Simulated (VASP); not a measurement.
# BaS (Fm-3m) in VASP: further runs

Aim: see how the results for BaS move with the level of theory and the settings. Levels: revPBE+D3(BJ), PBE+D3(BJ). Tasks: single point.

Program: VASP 6.6.1. These are calculated values, not measurements. Logs are shortened: lines on timing, memory, paths and dates and some standing lists are left out, and cuts for length are marked.

## Step 1: The cell of the first run

The structure is cubic, space group Fm-3m (No. 225). Conventional cell: a = 6.379 Å, b = 6.379 Å, c = 6.379 Å, α = 90.00°, β = 90.00°, γ = 90.00°. Within 4.2 Å of Ba (site symmetry m-3m) lie 6 S at 3.19 Å. Within 4.2 Å of S (site symmetry m-3m) lie 6 Ba at 3.19 Å.

## Step 2: Single point, revPBE+D3(BJ)

Contents of INCAR:

```
SYSTEM = BaS
  PREC = Accurate
  ENCUT = 520
  EDIFF = 1E-7
  ISMEAR = 0
  SIGMA = 0.05
  LREAL = .FALSE.
  LASPH = .TRUE.
  NELM = 60
  ALGO = Normal
  ISIF = 2
  LWAVE = .FALSE.
  LCHARG = .FALSE.
  GGA = RE
  IVDW = 12
  NBANDS = 15
```

Contents of KPOINTS:

```
regular mesh
0
G
  6 6 6
  0 0 0
```

Contents of POSCAR:

```
BaS
1.0
    0.0000000000      3.1894868001      3.1894868001
    3.1894868001      0.0000000000      3.1894868001
    3.1894868001      3.1894868001      0.0000000000
Ba S
1 1
Direct
    0.5000000000      0.5000000000      0.5000000000
    0.0000000000      0.0000000000      0.0000000000
```

Potentials or basis: VASP PAW PBE potentials, release 64 (Ba_sv, S).

Run with:

```console
$ cat potpaw_PBE.64/Ba_sv/POTCAR potpaw_PBE.64/S/POTCAR > POTCAR
$ mpirun -np 1 vasp_std > vasp.out
```

OUTCAR:

```text
SYSTEM = BaS
   PREC = Accurate
   ENCUT = 520
   EDIFF = 1E-7
   ISMEAR = 0
   LREAL = .FALSE.
   LASPH = .TRUE.
   NELM = 60
   ISIF = 2
   GGA = RE
   IVDW = 12
 IVDW          = 12

 ion  position               nearest neighbor table
   1  0.500  0.500  0.500-   2 3.19   2 3.19   2 3.19   2 3.19   2 3.19   2 3.19
   2  0.000  0.000  0.000-   1 3.19   1 3.19   1 3.19   1 3.19   1 3.19   1 3.19

  LATTYP: Found a face centered cubic cell.
 ALAT       =     6.3789736002

  Lattice vectors:

 A1 = (   0.0000000000,   3.1894868001,   3.1894868001)
 A2 = (   3.1894868001,   0.0000000000,   3.1894868001)
 A3 = (   3.1894868001,   3.1894868001,   0.0000000000)

Analysis of symmetry for initial positions (statically):
[... 5 lines left out ...]
 face centered cubic supercell.

 Subroutine GETGRP returns: Found 48 space group operations
 (whereof 48 operations were pure point group operations)
 out of a pool of 48 trial point group operations.

The static configuration has the point symmetry O_h .

Analysis of symmetry for dynamics (positions and initial velocities):
[... 5 lines left out ...]
 face centered cubic supercell.

 Subroutine GETGRP returns: Found 48 space group operations
 (whereof 48 operations were pure point group operations)
 out of a pool of 48 trial point group operations.

The dynamic configuration has the point symmetry O_h .

 Subroutine INISYM returns: Found 48 space group operations
 (whereof 48 operations are pure point group operations),
 and found     1 'primitive' translations

----------------------------------------------------------------------------------------

                                     Primitive cell

  volume of cell :      64.8922

  direct lattice vectors                    reciprocal lattice vectors
     0.000000000  3.189486800  3.189486800    -0.156765032  0.156765032  0.156765032
     3.189486800  0.000000000  3.189486800     0.156765032 -0.156765032  0.156765032
     3.189486800  3.189486800  0.000000000     0.156765032  0.156765032 -0.156765032

  length of vectors
     4.510615490  4.510615490  4.510615490     0.271525000  0.271525000  0.271525000

  position of ions in fractional coordinates (direct lattice)
     0.500000000  0.500000000  0.500000000
     0.000000000  0.000000000  0.000000000

  ion indices of the primitive-cell ions
   primitive index   ion index
                 1           1
                 2           2

----------------------------------------------------------------------------------------

 KPOINTS: regular mesh

Automatic generation of k-mesh.
 Grid dimensions read from file:
 generate k-points for:    6    6    6

 Generating k-lattice:

  Cartesian coordinates                     Fractional coordinates (reciprocal lattice)
    -0.026127505  0.026127505  0.026127505     0.166666667  0.000000000  0.000000000
     0.026127505 -0.026127505  0.026127505     0.000000000  0.166666667  0.000000000
     0.026127505  0.026127505 -0.026127505     0.000000000  0.000000000  0.166666667

  Length of vectors
     0.045254167  0.045254167  0.045254167

  Shift w.r.t. Gamma in fractional coordinates (k-lattice)
     0.000000000  0.000000000  0.000000000

 Subroutine IBZKPT returns following result:
 ===========================================

 Found     16 irreducible k-points:

 Following reciprocal coordinates:
            Coordinates               Weight
  0.000000  0.000000  0.000000      1.000000
  0.166667  0.000000  0.000000      8.000000
  0.333333  0.000000  0.000000      8.000000
  0.500000  0.000000  0.000000      4.000000
  0.166667  0.166667  0.000000      6.000000
  0.333333  0.166667  0.000000     24.000000
[... 8 lines left out ...]
 -0.333333  0.333333  0.166667     24.000000
 -0.333333  0.500000  0.166667     12.000000
   k-points           NKPTS =     16   k-points in BZ     NKDIM =     16   number of bands    NBANDS=     15
   number of dos      NEDOS =    301   number of ions     NIONS =      2
   total plane-waves  NPLWV =  46656
   dimension x,y,z NGX =    36 NGY =   36 NGZ =   36
   dimension x,y,z NGXF=    72 NGYF=   72 NGZF=   72
   ions per type =               1   1
   NGX,Y,Z   is equivalent  to a cutoff of  13.27, 13.27, 13.27 a.u.
   NGXF,Y,Z  is equivalent  to a cutoff of  26.54, 26.54, 26.54 a.u.
 SYSTEM =  BaS
   PREC   = accura    normal or accurate (medium, high low for compatibility)
   ISTART =      0    job   : 0-new  1-cont  2-samecut
   ICHARG =      2    charge: 1-file 2-atom 10-const
   ISPIN  =      1    spin polarized calculation?
   LNONCOLLINEAR =      F non collinear calculations
   LSORBIT =      F    spin-orbit coupling
   LASPH  =      T    aspherical Exc in radial PAW
   ENCUT  =  520.0 eV  38.22 Ry    6.18 a.u.   8.39  8.39  8.39*2*pi/ulx,y,z
   NELM   =     60;   NELMIN=  2; NELMDL= -5     # of ELM steps
   EDIFF  = 0.1E-06   stopping-criterion for ELM
   LREAL  =      F    real-space projection
   EDIFFG = 0.1E-05   stopping-criterion for IOM
   NSW    =      0    number of steps for IOM
   IBRION =     -1    ionic relax: 0-MD 1-quasi-New 2-CG
   NFREE  =      0    steps in history (QN), initial steepest desc. (CG)
   ISIF   =      2    stress and relaxation
   ISYM   =      2    0-nonsym 1-usesym 2-fastsym
   POTIM  = 0.5000    time-step for ionic-motion
   TEBEG  =    0.0;   TEEND  =   0.0 temperature during run
   PSTRESS=    0.0 pullay stress
   NELECT =      16.0000    total number of electrons
   NUPDOWN=      -1.0000    fix difference up-down
   EMIN   =  10.00;   EMAX   =-10.00  energy-range for DOS
   EFERMI =   0.00;   METHOD = LEGACY
   ISMEAR =     0;   SIGMA  =   0.05  broadening in eV -4-tet -1-fermi 0-gaus
   EFERMI_NEDOS =   21; number of points for ismear=-14 and -15
   IALGO  =     38    algorithm
   IMIX   =      4    mixing-type and parameters
     AMIX     =   0.40;   BMIX     =  1.00
     AMIX_MAG =   1.60;   BMIX_MAG =  1.00
  volume/ion in A,a.u.               =      32.45       218.96
  Fermi-wavevector in a.u.,A,eV,Ry     =   1.026559  1.939916 14.338144  1.053824
  Thomas-Fermi vector in A             =   2.160458
   LORBIT       =      0    0 simple, 1 ext, 2 COOP (PROOUT), +10 PAW based schemes
   GGA     = RE    functional components
   LHFCALC =     F    Hartree Fock is set to
   AEXX    =    0.0000 exact exchange contribution
   IVDW    =    12    specifies the selected vdW correction
   LEPSILON=     F    determine dielectric tensor
   LRPA    =     F    only Hartree local field effects (RPA)
 non-spin polarized calculation
 Gauss-broadening in eV      SIGMA  =   0.05
  energy-cutoff  :      520.00
  volume of cell :       64.89
 maximum number of plane-waves:      1807
 NGX is ok and might be reduce to    36
   NGX = 17   NGY = 17   NGZ = 17

 number of electron      16.0000001 magnetization

 Free energy of the ion-electron system (eV)
  ---------------------------------------------------
  ext. energy  EPLUGINS =         0.00000000
  ---------------------------------------------------
  free energy    TOTEN  =        -9.67179137 eV

  energy without entropy =       -9.67179137  energy(sigma->0) =       -9.67179137

 E-fermi :   1.8579     XC(G=0):  -8.4836

 val. band max:        1.5600687129   @ k =   0.0000   0.0000   0.0000
 cond. band min:       3.7672740413   @ k =   0.5000   0.5000   0.0000
 fundamental gap:      2.2072053284
 Fermi energy:         1.8578553160

 k-point     1 :       0.0000    0.0000    0.0000
  band No.  band energies     occupation
      1     -24.5321      2.00000
      2      -9.5969      2.00000
      3      -9.5969      2.00000
      4      -9.5969      2.00000
      5      -8.7939      2.00000
      6       1.5601      2.00000
      7       1.5601      2.00000
      8       1.5601      2.00000
      9       5.3503      0.00000
     10       5.5024      0.00000
     11       5.5024      0.00000
     12       5.5024      0.00000
     13       6.3860      0.00000
     14       6.3860      0.00000
     15      10.4942      0.00000

 k-point     2 :       0.1667    0.0000    0.0000
  band No.  band energies     occupation
      1     -24.5209      2.00000
      2     -10.0424      2.00000
      3      -9.6063      2.00000
      4      -9.6063      2.00000
      5      -8.3243      2.00000
      6       0.9276      2.00000
      7       1.2179      2.00000
      8       1.2179      2.00000
      9       5.5654      0.00000
     10       5.9100      0.00000
     11       5.9100      0.00000
     12       6.2993      0.00000
     13       7.1655      0.00000
     14       7.1655      0.00000
     15      11.5326      0.00000

 k-point     3 :       0.3333    0.0000    0.0000
  band No.  band energies     occupation
      1     -24.4984      2.00000
      2     -10.5400      2.00000
      3      -9.6250      2.00000
      4      -9.6250      2.00000
      5      -7.7740      2.00000
      6       0.0256      2.00000
      7       0.6916      2.00000
      8       0.6916      2.00000
      9       6.1317      0.00000
     10       6.9947      0.00000
     11       6.9947      0.00000
     12       7.7410      0.00000
     13       8.9263      0.00000
     14       8.9263      0.00000
     15      12.0556      0.00000
[... 199 lines left out ...]
 k-point    15 :      -0.3333    0.3333    0.1667
  band No.  band energies     occupation
      1     -24.4769      2.00000
      2     -10.3743      2.00000
      3      -9.8622      2.00000
      4      -9.7663      2.00000
      5      -8.0140      2.00000
      6       0.2921      2.00000
      7       0.8676      2.00000
      8       0.9339      2.00000
      9       6.1136      0.00000
     10       6.2142      0.00000
     11       8.2537      0.00000
     12       8.6212      0.00000
     13       8.9856      0.00000
     14      11.0013      0.00000
     15      11.1688      0.00000

 k-point    16 :      -0.3333    0.5000    0.1667
  band No.  band energies     occupation
      1     -24.4736      2.00000
      2     -10.0588      2.00000
      3     -10.0054      2.00000
      4      -9.8609      2.00000
      5      -8.2866      2.00000
      6       0.6684      2.00000
      7       1.0458      2.00000
      8       1.1882      2.00000
      9       4.8543      0.00000
     10       7.1848      0.00000
     11       7.8036      0.00000
     12       8.5766      0.00000
     13       9.1229      0.00000
     14       9.9925      0.00000
     15      11.5146      0.00000

------------------------ aborting loop because EDIFF is reached ----------------------------------------

 Edisp (eV)   -0.97905

 E8    (eV) :    -0.7125

  FORCE on cell =-STRESS in cart. coord.  units (eV):
  Direction    XX          YY          ZZ          XY          YZ          ZX
  --------------------------------------------------------------------------------------
  -------------------------------------------------------------------------------------
  Total       0.08228     0.08228     0.08228     0.00000     0.00000    -0.00000
  in kB       2.03154     2.03154     2.03154     0.00000     0.00000    -0.00000
  external pressure =        2.03 kB  Pullay stress =        0.00 kB

 VOLUME and BASIS-vectors are now :
 -----------------------------------------------------------------------------
  energy-cutoff  :      520.00
  volume of cell :       64.89
      direct lattice vectors                 reciprocal lattice vectors
     0.000000000  3.189486800  3.189486800    -0.156765032  0.156765032  0.156765032
     3.189486800  0.000000000  3.189486800     0.156765032 -0.156765032  0.156765032
     3.189486800  3.189486800  0.000000000     0.156765032  0.156765032 -0.156765032

 POSITION                                       TOTAL-FORCE (eV/Angst)
 -----------------------------------------------------------------------------------
      3.18949      3.18949      3.18949         0.000000      0.000000     -0.000000
      0.00000      0.00000      0.00000        -0.000000     -0.000000      0.000000
 -----------------------------------------------------------------------------------
    total drift:                                0.000000      0.000000      0.000000

  FREE ENERGIE OF THE ION-ELECTRON SYSTEM (eV)
  ---------------------------------------------------
  free  energy   TOTEN  =       -10.6508437375 eV

  energy  without entropy=      -10.6508437375  energy(sigma->0) =      -10.65084374
```

Wall time 9.9 s (1 thread of Intel Xeon Platinum 8488C (Sapphire Rapids), shared host); peak memory 0.21 GiB.

What came out:

- Free energy: -10.6508 eV
- Pressure: 0.2 GPa
- Band gap on the k mesh: 2.21 eV, indirect (least direct gap 2.34 eV)
- Dispersion energy per atom: -0.490 eV

Caveat: the PAW data sets were made with another functional, which shifts forces and pressure a little; spin-orbit coupling is left out, which moves the levels of the heavy elements. Expect the measured gap to be larger: semilocal functionals such as revPBE lack the derivative discontinuity.

## Step 3: Single point, revPBE+D3(BJ) (volume scaled by 1.02)

Contents of INCAR:

```
SYSTEM = BaS
  PREC = Accurate
  ENCUT = 520
  EDIFF = 1E-6
  ISMEAR = 0
  SIGMA = 0.05
  LREAL = .False.
  LASPH = .True.
  NELM = 100
  ALGO = Normal
  ISIF = 2
  LWAVE = .False.
  LCHARG = .False.
  GGA = RE
  IVDW = 12
  NBANDS = 15
```

Contents of KPOINTS:

```
regular mesh
0
Gamma
  6 6 6
  0 0 0
```

Contents of POSCAR:

```
BaS
1.0
    0.0000000000      3.2005075078      3.2005075078
    3.2005075078      0.0000000000      3.2005075078
    3.2005075078      3.2005075078      0.0000000000
Ba S
1 1
Direct
    0.5000000000      0.5000000000      0.5000000000
    0.0000000000      0.0000000000      0.0000000000
```

Potentials or basis: VASP PAW PBE potentials, release 64 (Ba_sv, S).

Run with:

```console
$ cat potpaw_PBE.64/Ba_sv/POTCAR potpaw_PBE.64/S/POTCAR > POTCAR
$ mpirun -np 1 vasp_std > vasp.out
```

OUTCAR:

```text
SYSTEM = BaS
   PREC = Accurate
   ENCUT = 520
   EDIFF = 1E-6
   ISMEAR = 0
   LREAL = .False.
   LASPH = .True.
   NELM = 100
   ISIF = 2
   GGA = RE
   IVDW = 12
 IVDW          = 12

 ion  position               nearest neighbor table
   1  0.500  0.500  0.500-   2 3.20   2 3.20   2 3.20   2 3.20   2 3.20   2 3.20
   2  0.000  0.000  0.000-   1 3.20   1 3.20   1 3.20   1 3.20   1 3.20   1 3.20

  LATTYP: Found a face centered cubic cell.
 ALAT       =     6.4010150156

  Lattice vectors:

 A1 = (   0.0000000000,   3.2005075078,   3.2005075078)
 A2 = (   3.2005075078,   0.0000000000,   3.2005075078)
 A3 = (   3.2005075078,   3.2005075078,   0.0000000000)

[... 462 lines left out ...]

 Edisp (eV)   -0.96825

 E8    (eV) :    -0.7047

  FORCE on cell =-STRESS in cart. coord.  units (eV):
  Direction    XX          YY          ZZ          XY          YZ          ZX
  --------------------------------------------------------------------------------------
  -------------------------------------------------------------------------------------
  Total      -0.09838    -0.09838    -0.09838    -0.00000     0.00000     0.00000
  in kB      -2.40399    -2.40399    -2.40399    -0.00000     0.00000     0.00000
  external pressure =       -2.40 kB  Pullay stress =        0.00 kB

 VOLUME and BASIS-vectors are now :
 -----------------------------------------------------------------------------
  energy-cutoff  :      520.00
  volume of cell :       65.57
      direct lattice vectors                 reciprocal lattice vectors
     0.000000000  3.200507508  3.200507508    -0.156225223  0.156225223  0.156225223
     3.200507508  0.000000000  3.200507508     0.156225223 -0.156225223  0.156225223
     3.200507508  3.200507508  0.000000000     0.156225223  0.156225223 -0.156225223

 POSITION                                       TOTAL-FORCE (eV/Angst)
 -----------------------------------------------------------------------------------
      3.20051      3.20051      3.20051         0.000000      0.000000      0.000000
      0.00000      0.00000      0.00000        -0.000000     -0.000000     -0.000000
 -----------------------------------------------------------------------------------
    total drift:                                0.000000      0.000000      0.000000

  FREE ENERGIE OF THE ION-ELECTRON SYSTEM (eV)
  ---------------------------------------------------
  free  energy   TOTEN  =       -10.6508773977 eV

  energy  without entropy=      -10.6508773977  energy(sigma->0) =      -10.65087740
```

OSZICAR:

```text
N       E                     dE             d eps       ncg     rms          rms(c)
DAV:   1     0.860680168402E+02    0.86068E+02   -0.63902E+03   480   0.880E+02
DAV:   2    -0.467241107286E+01   -0.90740E+02   -0.82022E+02   638   0.176E+02
DAV:   3    -0.993137547733E+01   -0.52590E+01   -0.52199E+01   687   0.447E+01
DAV:   4    -0.101305048022E+02   -0.19913E+00   -0.19910E+00   622   0.622E+00
DAV:   5    -0.101312443202E+02   -0.73952E-03   -0.73948E-03   678   0.459E-01    0.509E+00
DAV:   6    -0.964143503215E+01    0.48981E+00   -0.67490E-01   557   0.496E+00    0.349E+00
DAV:   7    -0.965489393546E+01   -0.13459E-01   -0.20941E-01   628   0.262E+00    0.236E+00
DAV:   8    -0.967817527746E+01   -0.23281E-01   -0.29886E-02   536   0.130E+00    0.253E-01
DAV:   9    -0.968077639927E+01   -0.26011E-02   -0.42076E-03   599   0.501E-01    0.165E-01
DAV:  10    -0.968238908429E+01   -0.16127E-02   -0.20179E-03   501   0.296E-01    0.407E-02
DAV:  11    -0.968261847908E+01   -0.22939E-03   -0.37123E-04   592   0.119E-01    0.144E-02
DAV:  12    -0.968262868365E+01   -0.10205E-04   -0.28089E-05   529   0.333E-02    0.535E-03
DAV:  13    -0.968262860408E+01    0.79571E-07   -0.86450E-07   538   0.672E-03
   1 F= -.10650877E+02 E0= -.10650877E+02  d E =-.113783E-13
```

Wall time 9.6 s (1 thread of Intel Xeon Platinum 8488C (Sapphire Rapids), shared host); peak memory 0.21 GiB.

Results:

```yaml
Free_energy: -10.6509 eV
Pressure: -0.2 GPa
Band_gap_on_the_k_mesh: 2.23 eV, indirect (least direct gap 2.36 eV)
Dispersion_energy_per_atom: -0.484 eV
```

Caveat: the PAW data sets were made with another functional, which shifts forces and pressure a little; spin-orbit coupling is left out, which moves the levels of the heavy elements.

(Continued in part 2 of 2.)
